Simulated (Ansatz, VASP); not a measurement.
Two plane-wave programs on Mo3N

```
CELL_PARAMETERS angstrom
3.79909 0.00000 0.00000
0.00000 3.79909 0.00000
0.00000 0.00000 3.79909
ATOMIC_POSITIONS crystal
Mo 0.00000 0.50000 0.50000
Mo 0.50000 0.00000 0.50000
Mo 0.50000 0.50000 0.00000
N 0.00000 0.00000 0.00000
```

Alike in both runs: task relaxation of cell and atoms; functional PBE; k mesh 12 × 12 × 12; occupations gaussian, width 0.1 eV; no spin polarisation.

|  | VASP | Ansatz |
| --- | --- | --- |
| version | VASP 6.6.1 | Ansatz 0.2.0 |
| potentials or method | VASP PAW PBE potentials, release 64 (Mo_sv, N), cutoff 600 eV | scalar-relativistic, plane waves, PAW |
| valence electrons in the cell | 47 | 47 |

Ansatz gave:

| Property | Result |
| --- | --- |
| gap on the k mesh at the Fermi level, each at its own relaxed structure (eV) | none |
| relaxed volume (Å³/atom) | 13.72 |
| relaxed cell length with the largest relative difference (Å) | 3.800 |

Which values does VASP return?

gap on the k mesh at the Fermi level, each at its own relaxed structure (eV): none; relaxed volume (Å³/atom): 13.74; relaxed cell length with the largest relative difference (Å): 3.802.

A gap of «none» marks a metal or a gap that the smearing closes.
